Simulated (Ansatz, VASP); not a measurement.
# WS2: VASP beside Ansatz

```
W S
1.0
     1.53163    0.88429    6.16333
    -1.53163    0.88429    6.16333
     0.00000   -1.76857    6.16333
W S
1 2
Cartesian
  0.0000 0.0000 0.0000
  0.0000 0.0000 13.8730
  0.0000 0.0000 10.7427
```

Change from the starting cell: equal xx and yy strain of -3 %, PAW files.

Alike in both runs: task electric field gradients; functional PBE; k mesh 13 × 13 × 13; occupations fermi-dirac, width 0.08 eV; no spin polarisation.

```csv
,VASP,Ansatz
version,VASP 6.6.1,Ansatz 0.2.0
potentials or method,"VASP PAW PBE potentials, release 64 (W_sv, S)","PAW with Ansatz's default frozen-core files, scalar-relativistic"
plane-wave cutoff (eV),520,420
valence electrons in the cell,26,26
```

|  | VASP | Ansatz | Ansatz less VASP |
| --- | --- | --- | --- |
| pressure (GPa) | 16.4 | 16.5 | +0.02 |
| traceless stress, the component that is largest in VASP (GPa) | -3.10 | -3.08 | +0.020 |
| rms of the force components (eV/Å) | 0.543 | 0.542 | -0.0012 |
| size of Vzz on the site where it differs most (V/Å²) | 148.1 | 162.7 | +14.52 |

Atom by atom the forces differ by 0.002 eV/Å (rms over components).

Neither program's run includes spin-orbit coupling.
